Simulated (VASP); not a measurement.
Input of a VASP 6.6.1 run:

INCAR

```
  ALGO = Normal
  EDIFF = 1E-6
  ENCUT = 520
  GGA = PS
  GGA_COMPAT = False
  ISIF = 2
  ISMEAR = -1
  LASPH = True
  LCHARG = True
  LELF = True
  LREAL = Auto
  LVHAR = True
  LWAVE = False
  NBANDS = 246
  NELECT = 384.0
  NELM = 120
  PREC = Accurate
  SIGMA = 0.05
```

The input KPOINTS:

```
k-points
0
Gamma
  1 1 1
```

POSCAR

```
AlSi47C48
1.0
    9.2342040000      0.0000000000      0.0000000000
    0.0000000000     10.6627400000      0.0000000000
    0.0000000000      0.0000000000     10.0759470000
Si Al C
47 1 48
Direct
    0.9991870000      0.9995630000      0.4997210000
    0.3333450000      0.0000280000      0.4994040000
    0.1655890000      0.2500890000      0.4988690000
    0.0008290000      0.4984520000      0.4989820000
    0.6675130000      0.9995970000      0.4997460000
    0.5010960000      0.2500870000      0.4988920000
    0.1677660000      0.7502500000      0.4988720000
    0.8333410000      0.2501930000      0.4994920000
    0.6658500000      0.4983910000      0.4989550000
    0.4989730000      0.7503400000      0.4988760000
    0.8333550000      0.7485950000      0.4993530000
    0.9997620000      0.1662910000      0.2504560000
    0.3331540000      0.1664800000      0.2500360000
    0.1655790000      0.4158040000      0.2508670000
    0.0001320000      0.6660960000      0.2499310000
    0.6665870000      0.1663200000      0.2504920000
    0.5007630000      0.4157870000      0.2508680000
    0.3331860000      0.6673910000      0.2507380000
    0.1663140000      0.9163450000      0.2503620000
    0.8331100000      0.4167350000      0.2508410000
    0.6662430000      0.6661250000      0.2499120000
    0.5000500000      0.9163960000      0.2503510000
    0.8331770000      0.9160250000      0.2499920000
    0.1664920000      0.0832070000      0.7494780000
    0.0001500000      0.3332630000      0.7496430000
    0.4998280000      0.0831850000      0.7494910000
    0.3331680000      0.3340830000      0.7507240000
    0.1675920000      0.5824750000      0.7508110000
    0.9999790000      0.8327240000      0.7494510000
    0.8331630000      0.0832160000      0.7498340000
    0.6661510000      0.3332610000      0.7496330000
    0.4987350000      0.5825050000      0.7508160000
    0.3331650000      0.8327070000      0.7495410000
    0.8331590000      0.5826020000      0.7492930000
    0.6663550000      0.8327310000      0.7494920000
    0.9997620000      0.9995770000      0.9997530000
    0.3331630000      0.9993740000      0.9998190000
    0.1665930000      0.2492590000      0.0001430000
    0.9995840000      0.4999410000      0.0000970000
    0.6665790000      0.9995960000      0.9997590000
    0.4997180000      0.2492400000      0.0001450000
    0.3331470000      0.4996550000      0.0003900000
    0.1660970000      0.7496910000      0.0000610000
    0.8331630000      0.2499960000      0.0000730000
    0.6666790000      0.4999430000      0.0000830000
    0.5002310000      0.7497070000      0.0000580000
    0.8331650000      0.7494650000      0.9996210000
    0.3333120000      0.4996460000      0.4992020000
    0.9996700000      0.9996480000      0.1871350000
    0.3332100000      0.9995520000      0.1873040000
    0.1662880000      0.2490240000      0.1868260000
    0.9993890000      0.4997170000      0.1867350000
    0.6667770000      0.9996760000      0.1871360000
    0.5001190000      0.2490080000      0.1868360000
    0.3332080000      0.4996730000      0.1880110000
    0.1661130000      0.7501730000      0.1867340000
    0.8332050000      0.2498350000      0.1875300000
    0.6670110000      0.4997460000      0.1867360000
    0.5003430000      0.7501910000      0.1867360000
    0.8332380000      0.7495490000      0.1870520000
    0.9995160000      0.9995800000      0.6873530000
    0.3331000000      0.9996080000      0.6871410000
    0.1664950000      0.2495970000      0.6872660000
    0.0000740000      0.4997770000      0.6872970000
    0.6666990000      0.9995720000      0.6873770000
    0.4996970000      0.2495710000      0.6872680000
    0.3331160000      0.4996990000      0.6960440000
    0.1664080000      0.7495990000      0.6871940000
    0.8330950000      0.2497860000      0.6873460000
    0.6661440000      0.4997750000      0.6873070000
    0.4998180000      0.7496280000      0.6872110000
    0.8330990000      0.7494720000      0.6869920000
    0.9988340000      0.1650160000      0.4382510000
    0.3332830000      0.1663680000      0.4379000000
    0.1589650000      0.4120060000      0.4348830000
    0.0003430000      0.6660980000      0.4378270000
    0.6677600000      0.1650770000      0.4383000000
    0.5077020000      0.4119450000      0.4348320000
    0.3333480000      0.6746840000      0.4348330000
    0.1654880000      0.9176500000      0.4382200000
    0.8332210000      0.4169660000      0.4385680000
    0.6662570000      0.6661290000      0.4378350000
    0.5011240000      0.9177460000      0.4381930000
    0.8332900000      0.9151880000      0.4379310000
    0.1664410000      0.0826120000      0.9376150000
    0.9999330000      0.3330060000      0.9379430000
    0.4999090000      0.0826050000      0.9376210000
    0.3331800000      0.3319800000      0.9392350000
    0.1656230000      0.5834590000      0.9392380000
    0.9995640000      0.8330950000      0.9375220000
    0.8331820000      0.0832240000      0.9379510000
    0.6663830000      0.3330000000      0.9379450000
    0.5006670000      0.5834860000      0.9392180000
    0.3331710000      0.8328250000      0.9378010000
    0.8331350000      0.5830220000      0.9373310000
    0.6667890000      0.8331230000      0.9375390000
```

Potentials or basis: VASP PAW PBE potentials, release 64 (Si, Al, C).

Run with:

```console
$ cat potpaw_PBE.64/Si/POTCAR potpaw_PBE.64/Al/POTCAR potpaw_PBE.64/C/POTCAR > POTCAR
$ mpirun -np 1 vasp_gam > vasp.out
```

Task: Predict the largest force.

Result: 0.198 eV/Å.

Forces on the atoms (eV/Å):
```
Si  -0.031 -0.061  0.067
Si  -0.018 -0.057  0.070
Si  -0.020 -0.048  0.074
Si  -0.043 -0.063  0.070
Si   0.003 -0.059  0.067
Si  -0.009 -0.049  0.071
Si  -0.005 -0.075  0.057
Si  -0.014 -0.075  0.070
Si   0.006 -0.040  0.080
Si  -0.026 -0.084  0.054
Si  -0.018 -0.050  0.062
Si   0.001  0.039 -0.112
Si   0.014  0.042 -0.109
Si   0.010  0.045 -0.100
Si   0.001  0.034 -0.111
Si   0.011  0.035 -0.113
Si   0.008  0.041 -0.101
Si   0.015  0.020 -0.095
Si   0.004  0.035 -0.115
Si   0.022  0.043 -0.124
Si   0.013  0.035 -0.104
Si   0.012  0.028 -0.116
Si   0.011  0.028 -0.108
Si  -0.014 -0.047 -0.108
Si  -0.010 -0.045 -0.112
Si  -0.006 -0.043 -0.109
Si  -0.008 -0.023 -0.123
Si   0.021 -0.058 -0.115
Si  -0.015 -0.049 -0.103
Si  -0.004 -0.038 -0.109
Si  -0.007 -0.046 -0.108
Si  -0.043 -0.060 -0.120
Si  -0.006 -0.048 -0.110
Si  -0.005 -0.041 -0.104
Si  -0.004 -0.050 -0.107
Si   0.001  0.053  0.046
Si   0.000  0.054  0.047
Si   0.007  0.070  0.046
Si  -0.004  0.061  0.047
Si   0.005  0.054  0.048
Si   0.001  0.072  0.049
Si   0.000  0.060  0.065
Si   0.010  0.055  0.042
Si  -0.002  0.057  0.052
Si   0.011  0.061  0.049
Si  -0.005  0.055  0.044
Si   0.000  0.053  0.051
Al   0.007 -0.076  0.044
C   -0.004 -0.040 -0.028
C   -0.006 -0.034 -0.023
C   -0.005 -0.042 -0.025
C   -0.010 -0.032 -0.028
C   -0.015 -0.037 -0.021
C   -0.015 -0.044 -0.031
C   -0.004 -0.041 -0.033
C   -0.017 -0.036 -0.012
C   -0.003 -0.040 -0.020
C   -0.014 -0.035 -0.029
C   -0.004 -0.033 -0.020
C   -0.006 -0.038 -0.020
C    0.021  0.039 -0.027
C    0.017  0.041 -0.035
C    0.016  0.039 -0.037
C    0.000  0.053 -0.036
C    0.004  0.045 -0.027
C    0.014  0.038 -0.038
C    0.018  0.060  0.020
C    0.004  0.046 -0.028
C    0.018  0.044 -0.029
C    0.021  0.056 -0.036
C    0.024  0.044 -0.033
C    0.018  0.041 -0.036
C   -0.007  0.103  0.073
C    0.003  0.111  0.067
C   -0.004  0.056  0.050
C    0.001  0.110  0.078
C    0.009  0.090  0.066
C   -0.012  0.065  0.055
C    0.004  0.183  0.075
C    0.043  0.093  0.080
C    0.023  0.112  0.096
C    0.014  0.094  0.077
C   -0.021  0.099  0.075
C    0.001  0.085  0.074
C    0.006 -0.102  0.082
C    0.003 -0.099  0.085
C   -0.004 -0.107  0.079
C   -0.006 -0.098  0.108
C    0.014 -0.095  0.089
C   -0.007 -0.092  0.085
C   -0.004 -0.084  0.087
C    0.001 -0.090  0.086
C   -0.010 -0.101  0.080
C   -0.005 -0.096  0.089
C   -0.001 -0.089  0.077
C    0.009 -0.089  0.087
```

Caveat: the k points lie up to 0.68 Å⁻¹ apart; the cell carries a net charge on a neutralising background, which shifts energy and pressure; the PAW data sets were made with another functional, which shifts forces and pressure a little.
